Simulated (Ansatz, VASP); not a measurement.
# BaTlBr3: VASP beside Ansatz

File POSCAR:

```
BaTlBr3
1.0
    6.5408556663      0.0000000000      0.0000000000
    0.0000000000      6.5408556663      0.0000000000
    0.0000000000      0.0000000000      6.5408556663
Tl Ba Br
1 1 3
Direct
    0.0000000000      0.0000000000      0.0000000000
    0.5000000000      0.5000000000      0.5000000000
    0.5000000000      0.5000000000      0.0000000000
    0.5000000000      0.0000000000      0.5000000000
    0.0000000000      0.5000000000      0.5000000000
```

Contents of INCAR.step1:

```
ALGO = Normal
EDIFF = 1E-5
ENCUT = 520
GGA = PE
ISIF = 2
ISMEAR = 0
LASPH = True
LCHARG = False
LREAL = False
LWAVE = True
NBANDS = 30
NELM = 60
PREC = Accurate
SIGMA = 0.01
```

Contents of INCAR.step2:

```
ALGO = Normal
EDIFF = 1E-7
ENCUT = 520
GGA = PE
HFSCREEN = 0.2079
ISIF = 2
ISMEAR = 0
ISTART = 1
LASPH = True
LCHARG = False
LHFCALC = True
LREAL = False
LWAVE = False
NBANDS = 30
NELM = 60
PREC = Accurate
PRECFOCK = Fast
SIGMA = 0.01
```

File KPOINTS:

```
k-points
0
Gamma
  2 2 2
```

Input for Ansatz:

```yaml
crystal:
  lattice:
    - [6.5408556663, 0.0, 0.0]
    - [0.0, 6.5408556663, 0.0]
    - [0.0, 0.0, 6.5408556663]
  atoms:
    - { symbol: Tl, position: [0.0, 0.0, 0.0] }
    - { symbol: Ba, position: [0.5, 0.5, 0.5] }
    - { symbol: Br, position: [0.5, 0.5, 0.0] }
    - { symbol: Br, position: [0.5, 0.0, 0.5] }
    - { symbol: Br, position: [0.0, 0.5, 0.5] }
kpoints:
  mp_grid: { grid: [2, 2, 2] }
  band_path:
    path:
      - [0.0, 0.0, 0.0]
      - [0.0, 0.5, 0.0]
      - [0.5, 0.5, 0.0]
      - [0.5, 0.5, 0.5]
      - [0.0, 0.0, 0.5]
    npoints: 1
hamiltonian:
  xc: hse06
scf:
  occupations: { method: fixed }
  n_extra_bands: 5
output:
  forces: true
  stress: true
  eigenvalues: true
```

Change from the starting cell: hydrostatic strain +5.0%.

Alike in both runs: task single point; functional HSE06; k mesh 2 × 2 × 2; no spin polarisation.

|  | VASP | Ansatz |
| --- | --- | --- |
| version | VASP 6.6.1 | Ansatz 0.2.0 |
| potentials or method | VASP PAW PBE potentials, release 64 (Tl_d, Ba_sv, Br) | plane waves, PAW |
| plane-wave cutoff (eV) | 520 | 420 |
| occupations | gaussian, width 0.01 eV | fixed |
| valence electrons in the cell | 44 | 44 |

|  | VASP | Ansatz | Ansatz less VASP |
| --- | --- | --- | --- |
| gap on the k mesh at the Fermi level (eV) | 3.89 | 3.88 | -0.006 |
| pressure (GPa) | -1.2 | -1.4 | -0.11 |

Ansatz's warnings: stress exchange threshold loose, stress scf threshold loose.

The k mesh is coarse, so the values compare programs but aren't converged. Neither program's run includes spin-orbit coupling.
